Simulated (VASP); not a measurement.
# SnSe (Fm-3m) in VASP: notebook

The runs below take SnSe through single point, with r2SCAN.

Program: VASP 6.6.1. These are calculated values, not measurements. Logs are shortened: lines on timing, memory, paths and dates and some standing lists are left out, and cuts for length are marked.

## 1. The cell of the first run

The structure is cubic, space group Fm-3m (No. 225). Conventional cell: a = 5.897 Å, b = 5.897 Å, c = 5.897 Å, α = 90.00°, β = 90.00°, γ = 90.00°. Within 3.9 Å of Sn (site symmetry m-3m) lie 6 Se at 2.95 Å. Within 3.9 Å of Se (site symmetry m-3m) lie 6 Sn at 2.95 Å.

## 2. Single point, r2SCAN (volume scaled by 0.94)

Contents of POSCAR:

```
SnSe
1.0
    0.0000000000      2.9485541872      2.9485541872
    2.9485541872      0.0000000000      2.9485541872
    2.9485541872      2.9485541872      0.0000000000
Sn Se
1 1
Direct
    0.0000000000      0.0000000000      0.0000000000
    0.5000000000      0.5000000000      0.5000000000
```

Contents of INCAR.step1:

```
SYSTEM = SnSe
PREC     = Accurate       ! precision mode
ENCUT    = 520            ! plane-wave cutoff, eV
ISMEAR   = 0              ! smearing method
SIGMA    = 0.02           ! smearing width, eV
LREAL    = .False.        ! projectors in reciprocal space
LASPH    = .True.         ! aspherical terms in the spheres
NELM     = 80             ! most SCF steps
NBANDS   = 17             ! bands
GGA      = PE             ! functional
ALGO     = Normal         ! electronic algorithm
EDIFF    = 1E-4           ! SCF threshold, eV
LWAVE    = .True.         ! write WAVECAR
LCHARG   = .False.        ! write CHGCAR
```

Contents of INCAR.step2:

```
SYSTEM = SnSe
PREC     = Accurate       ! precision mode
ENCUT    = 520            ! plane-wave cutoff, eV
EDIFF    = 1E-6           ! SCF threshold, eV
ISMEAR   = 0              ! smearing method
SIGMA    = 0.02           ! smearing width, eV
LREAL    = .False.        ! projectors in reciprocal space
LASPH    = .True.         ! aspherical terms in the spheres
NELM     = 80             ! most SCF steps
ALGO     = Normal         ! electronic algorithm
ISIF     = 2              ! what is computed and relaxed
LWAVE    = .False.        ! write WAVECAR
LCHARG   = .False.        ! write CHGCAR
METAGGA  = R2SCAN         ! meta-GGA
LMIXTAU  = .True.       
NBANDS   = 17             ! bands
ISTART   = 1
```

Contents of KPOINTS:

```
Automatic mesh
0
Gamma
  10 10 10
  0 0 0
```

Potentials or basis: VASP PAW PBE potentials, release 64 (Sn_d, Se).

The run is started by

```sh
> cat potpaw_PBE.64/Sn_d/POTCAR potpaw_PBE.64/Se/POTCAR > POTCAR
> cp INCAR.step1 INCAR
> mpirun -np 1 vasp_std > vasp.out
> cp INCAR.step2 INCAR
> mpirun -np 1 vasp_std > vasp.out
```

OUTCAR:

```text
SYSTEM = SnSe
   PREC = Accurate
   ENCUT = 520
   EDIFF = 1E-6
   ISMEAR = 0
   LREAL = .False.
   LASPH = .True.
   NELM = 80
   ISIF = 2
   METAGGA = R2SCAN
   ISTART = 1

 ion  position               nearest neighbor table
   1  0.000  0.000  0.000-   2 2.95   2 2.95   2 2.95   2 2.95   2 2.95   2 2.95
   2  0.500  0.500  0.500-   1 2.95   1 2.95   1 2.95   1 2.95   1 2.95   1 2.95

  LATTYP: Found a face centered cubic cell.
 ALAT       =     5.8971083744

  Lattice vectors:

 A1 = (   0.0000000000,   2.9485541872,   2.9485541872)
 A2 = (   2.9485541872,   0.0000000000,   2.9485541872)
 A3 = (   2.9485541872,   2.9485541872,   0.0000000000)

Analysis of symmetry for initial positions (statically):
=====================================================================
 Subroutine PRICEL returns:
 Original cell was already a primitive cell.

 Routine SETGRP: Setting up the symmetry group for a
 face centered cubic supercell.

 Subroutine GETGRP returns: Found 48 space group operations
 (whereof 48 operations were pure point group operations)
 out of a pool of 48 trial point group operations.

The static configuration has the point symmetry O_h .

Analysis of symmetry for dynamics (positions and initial velocities):
=====================================================================
 Subroutine PRICEL returns:
 Original cell was already a primitive cell.

 Routine SETGRP: Setting up the symmetry group for a
 face centered cubic supercell.

 Subroutine GETGRP returns: Found 48 space group operations
 (whereof 48 operations were pure point group operations)
 out of a pool of 48 trial point group operations.

The dynamic configuration has the point symmetry O_h .

 Subroutine INISYM returns: Found 48 space group operations
 (whereof 48 operations are pure point group operations),
 and found     1 'primitive' translations

----------------------------------------------------------------------------------------

                                     Primitive cell

  volume of cell :      51.2693

  direct lattice vectors                    reciprocal lattice vectors
     0.000000000  2.948554187  2.948554187    -0.169574635  0.169574635  0.169574635
     2.948554187  0.000000000  2.948554187     0.169574635 -0.169574635  0.169574635
     2.948554187  2.948554187  0.000000000     0.169574635  0.169574635 -0.169574635

  length of vectors
     4.169885321  4.169885321  4.169885321     0.293711883  0.293711883  0.293711883

  position of ions in fractional coordinates (direct lattice)
     0.000000000  0.000000000  0.000000000
     0.500000000  0.500000000  0.500000000

  ion indices of the primitive-cell ions
   primitive index   ion index
                 1           1
                 2           2

----------------------------------------------------------------------------------------

 KPOINTS: Automatic mesh

Automatic generation of k-mesh.
 Grid dimensions read from file:
 generate k-points for:   10   10   10

 Generating k-lattice:

  Cartesian coordinates                     Fractional coordinates (reciprocal lattice)
    -0.016957463  0.016957463  0.016957463     0.100000000  0.000000000  0.000000000
     0.016957463 -0.016957463  0.016957463     0.000000000  0.100000000  0.000000000
     0.016957463  0.016957463 -0.016957463     0.000000000  0.000000000  0.100000000

  Length of vectors
     0.029371188  0.029371188  0.029371188

  Shift w.r.t. Gamma in fractional coordinates (k-lattice)
     0.000000000  0.000000000  0.000000000

 Subroutine IBZKPT returns following result:
 ===========================================

 Found     47 irreducible k-points:

 Following reciprocal coordinates:
            Coordinates               Weight
  0.000000  0.000000  0.000000      1.000000
  0.100000  0.000000  0.000000      8.000000
  0.200000  0.000000  0.000000      8.000000
  0.300000  0.000000  0.000000      8.000000
  0.400000  0.000000  0.000000      8.000000
  0.500000  0.000000  0.000000      4.000000
[... 16 lines left out ...]
  0.300000  0.300000  0.000000      6.000000
  0.400000  0.300000  0.000000     24.000000
 [... further k-points ...]
   k-points           NKPTS =     47   k-points in BZ     NKDIM =     47   number of bands    NBANDS=     17
   number of dos      NEDOS =    301   number of ions     NIONS =      2
   total plane-waves  NPLWV =  32768
   dimension x,y,z NGX =    32 NGY =   32 NGZ =   32
   dimension x,y,z NGXF=    64 NGYF=   64 NGZF=   64
   ions per type =               1   1
   NGX,Y,Z   is equivalent  to a cutoff of  12.76, 12.76, 12.76 a.u.
   NGXF,Y,Z  is equivalent  to a cutoff of  25.52, 25.52, 25.52 a.u.
 SYSTEM =  SnSe
   PREC   = accura    normal or accurate (medium, high low for compatibility)
   ISTART =      1    job   : 0-new  1-cont  2-samecut
   ICHARG =      0    charge: 1-file 2-atom 10-const
   ISPIN  =      1    spin polarized calculation?
   LNONCOLLINEAR =      F non collinear calculations
   LSORBIT =      F    spin-orbit coupling
   LASPH  =      T    aspherical Exc in radial PAW
   ENCUT  =  520.0 eV  38.22 Ry    6.18 a.u.   7.75  7.75  7.75*2*pi/ulx,y,z
   NELM   =     80;   NELMIN=  2; NELMDL=  0     # of ELM steps
   EDIFF  = 0.1E-05   stopping-criterion for ELM
   LREAL  =      F    real-space projection
   EDIFFG = 0.1E-04   stopping-criterion for IOM
   NSW    =      0    number of steps for IOM
   IBRION =     -1    ionic relax: 0-MD 1-quasi-New 2-CG
   NFREE  =      0    steps in history (QN), initial steepest desc. (CG)
   ISIF   =      2    stress and relaxation
   ISYM   =      2    0-nonsym 1-usesym 2-fastsym
   POTIM  = 0.5000    time-step for ionic-motion
   TEBEG  =    0.0;   TEEND  =   0.0 temperature during run
   PSTRESS=    0.0 pullay stress
   NELECT =      20.0000    total number of electrons
   NUPDOWN=      -1.0000    fix difference up-down
   EMIN   =  10.00;   EMAX   =-10.00  energy-range for DOS
   EFERMI =   0.00;   METHOD = LEGACY
   ISMEAR =     0;   SIGMA  =   0.02  broadening in eV -4-tet -1-fermi 0-gaus
   EFERMI_NEDOS =   21; number of points for ismear=-14 and -15
   IALGO  =     38    algorithm
   IMIX   =      4    mixing-type and parameters
     AMIX     =   0.40;   BMIX     =  1.00
     AMIX_MAG =   1.60;   BMIX_MAG =  1.00
  volume/ion in A,a.u.               =      25.63       172.99
  Fermi-wavevector in a.u.,A,eV,Ry     =   1.196187  2.260466 19.468075  1.430863
  Thomas-Fermi vector in A             =   2.332134
   LORBIT       =      0    0 simple, 1 ext, 2 COOP (PROOUT), +10 PAW based schemes
   METAGGA = R2SCAN    functional components
   LHFCALC =     F    Hartree Fock is set to
   AEXX    =    0.0000 exact exchange contribution
   IVDW    =     0    specifies the selected vdW correction
   LEPSILON=     F    determine dielectric tensor
   LRPA    =     F    only Hartree local field effects (RPA)
 non-spin polarized calculation
 Gauss-broadening in eV      SIGMA  =   0.02
  energy-cutoff  :      520.00
  volume of cell :       51.27
 maximum number of plane-waves:      1411
   NGX = 15   NGY = 15   NGZ = 15

 number of electron      19.9999999 magnetization

 Free energy of the ion-electron system (eV)
  ---------------------------------------------------
  ext. energy  EPLUGINS =         0.00000000
  ---------------------------------------------------
  free energy    TOTEN  =       -39.83791446 eV

  energy without entropy =      -39.83791446  energy(sigma->0) =      -39.83791446

 E-fermi :   6.4877     XC(G=0): -10.4952

 val. band max:        6.3916603427   @ k =   0.5000   0.0000   0.0000
 cond. band min:       6.9173336073   @ k =  -0.4000   0.1000   0.0000
 fundamental gap:      0.5256732646
 Fermi energy:         6.4877434708

 k-point     1 :       0.0000    0.0000    0.0000
  band No.  band energies     occupation
      1     -16.1155      2.00000
      2     -16.1155      2.00000
      3     -16.1098      2.00000
      4     -16.1098      2.00000
      5     -16.1098      2.00000
      6      -8.7555      2.00000
[... 9 lines left out ...]
     16      12.3822      0.00000
     17      14.8049      0.00000

 k-point     2 :       0.1000    0.0000    0.0000
  band No.  band energies     occupation
      1     -16.1163      2.00000
      2     -16.1163      2.00000
      3     -16.1095      2.00000
      4     -16.1085      2.00000
      5     -16.1085      2.00000
      6      -8.6731      2.00000
[... 9 lines left out ...]
     16      12.6536      0.00000
     17      15.6132      0.00000

 k-point     3 :       0.2000    0.0000    0.0000
  band No.  band energies     occupation
      1     -16.1191      2.00000
      2     -16.1191      2.00000
      3     -16.1087      2.00000
      4     -16.1045      2.00000
      5     -16.1045      2.00000
      6      -8.4399      2.00000
[... 9 lines left out ...]
     16      13.3392      0.00000
     17      17.3698      0.00000

 k-point     4 :       0.3000    0.0000    0.0000
  band No.  band energies     occupation
      1     -16.1228      2.00000
      2     -16.1228      2.00000
      3     -16.1078      2.00000
      4     -16.0993      2.00000
      5     -16.0992      2.00000
      6      -8.1060      2.00000
[... 9 lines left out ...]
     16      14.4005      0.00000
     17      19.2945      0.00000
[... 343 lines left out ...]
      1     -16.1239      2.00000
      2     -16.1230      2.00000
      3     -16.1065      2.00000
      4     -16.1012      2.00000
      5     -16.0978      2.00000
      6      -7.9910      2.00000
[... 9 lines left out ...]
     16      16.4018      0.00000
     17      16.6642      0.00000

 k-point    23 :       0.3000    0.3000    0.0000
  band No.  band energies     occupation
      1     -16.1421      2.00000
      2     -16.1155      2.00000
      3     -16.1088      2.00000
      4     -16.0946      2.00000
      5     -16.0946      2.00000
      6      -7.8827      2.00000
[... 9 lines left out ...]
     16      17.1064      0.00000
     17      17.1064      0.00000

 k-point    24 :       0.4000    0.3000    0.0000
  band No.  band energies     occupation
      1     -16.1479      2.00000
      2     -16.1153      2.00000
      3     -16.1092      2.00000
      4     -16.0921      2.00000
      5     -16.0911      2.00000
      6      -7.6293      2.00000
[... 9 lines left out ...]
     16      17.7944      0.00000
     17      18.3319      0.00000

 [... further k-points ...]
[... 5 lines left out ...]
  --------------------------------------------------------------------------------------
  -------------------------------------------------------------------------------------
  Total        1.1952033      1.1952033      1.1952033      0.0000000      0.0000000      0.0000000
  in kB       37.3503794     37.3503794     37.3503794      0.0000000      0.0000000      0.0000000
  external PRESSURE =      37.3503794 kB  Pullay stress =       0.0000000 kB

 VOLUME and BASIS-vectors are now :
 -----------------------------------------------------------------------------
  energy-cutoff  :      520.00
  volume of cell :       51.27
      direct lattice vectors                 reciprocal lattice vectors
     0.000000000  2.948554187  2.948554187    -0.169574635  0.169574635  0.169574635
     2.948554187  0.000000000  2.948554187     0.169574635 -0.169574635  0.169574635
     2.948554187  2.948554187  0.000000000     0.169574635  0.169574635 -0.169574635

 POSITION                                       TOTAL-FORCE (eV/Angst)
 -----------------------------------------------------------------------------------
      0.00000      0.00000      0.00000         0.000000      0.000000     -0.000000
      2.94855      2.94855      2.94855         0.000000      0.000000      0.000000
 -----------------------------------------------------------------------------------
    total drift:                                0.000000     -0.000000     -0.000000

  FREE ENERGIE OF THE ION-ELECTRON SYSTEM (eV)
  ---------------------------------------------------
  free  energy   TOTEN  =       -39.8379144612 eV

  energy  without entropy=      -39.8379144612  energy(sigma->0) =      -39.83791446
```

Run time: 70 s. Hardware: 1 thread of AMD EPYC 9R45 (Zen 5), shared host; peak memory 0.17 GiB.

What came out:

* Free energy: -39.8379 eV
* Pressure: 3.7 GPa
* Band gap on the k mesh: 0.53 eV, indirect (least direct gap 0.74 eV)

Caveat: the PAW data sets were made with another functional, which shifts forces and pressure a little; spin-orbit coupling is left out, which moves the levels of the heavy elements. A k mesh can miss the band edges.

## 3. Single point, r2SCAN (volume scaled by 0.97)

Contents of POSCAR:

```
SnSe
1.0
    0.0000000000      2.9795938807      2.9795938807
    2.9795938807      0.0000000000      2.9795938807
    2.9795938807      2.9795938807      0.0000000000
Sn Se
1 1
Direct
    0.0000000000      0.0000000000      0.0000000000
    0.5000000000      0.5000000000      0.5000000000
```

Contents of INCAR.step1:

```
SYSTEM = SnSe
PREC = Accurate
ENCUT = 520
ISMEAR = 0
SIGMA = 0.02
LREAL = .False.
LASPH = .True.
NELM = 80
NBANDS = 17
GGA = PE
ALGO = Normal
EDIFF = 1E-4
LWAVE = .True.
LCHARG = .False.
```

Contents of INCAR.step2:

```
SYSTEM = SnSe
PREC = Accurate
ENCUT = 520
EDIFF = 1E-6
ISMEAR = 0
SIGMA = 0.02
LREAL = .False.
LASPH = .True.
NELM = 80
ALGO = Normal
ISIF = 2
LWAVE = .False.
LCHARG = .False.
METAGGA = R2SCAN
LMIXTAU = .True.
NBANDS = 17
ISTART = 1
```

KPOINTS is that of step 2.

Potentials or basis: VASP PAW PBE potentials, release 64 (Sn_d, Se).

The run is started by

```sh
> cat potpaw_PBE.64/Sn_d/POTCAR potpaw_PBE.64/Se/POTCAR > POTCAR
> cp INCAR.step1 INCAR
> mpirun -np 1 vasp_std > vasp.out
> cp INCAR.step2 INCAR
> mpirun -np 1 vasp_std > vasp.out
```

Wall time 73 s (1 thread of AMD EPYC 9R45 (Zen 5), shared host); peak memory 0.17 GiB.

The run converged. Its results:

| Property | Result |
| --- | --- |
| Free energy | -39.8659 eV |
| Pressure | 1.7 GPa |
| Band gap on the k mesh | 0.50 eV, indirect (least direct gap 0.60 eV) |

Levels at points of the mesh, in eV from the valence-band top:
| k point | band 8 | band 9 | band 10 | band 11 | band 12 | band 13 |
| --- | --- | --- | --- | --- | --- | --- |
| (0.00, 0.00, 0.00) | -2.72 | -2.72 | -2.72 | 4.49 | 4.49 | 4.49 |
| (0.50, 0.00, 0.00) | -2.44 | -2.44 | 0.00 | 0.60 | 1.13 | 1.13 |
| (0.50, 0.50, 0.00) | -6.15 | -4.24 | -4.24 | 3.02 | 5.66 | 5.66 |

Caveat: the PAW data sets were made with another functional, which shifts forces and pressure a little; spin-orbit coupling is left out, which moves the levels of the heavy elements. A k mesh can miss the band edges.
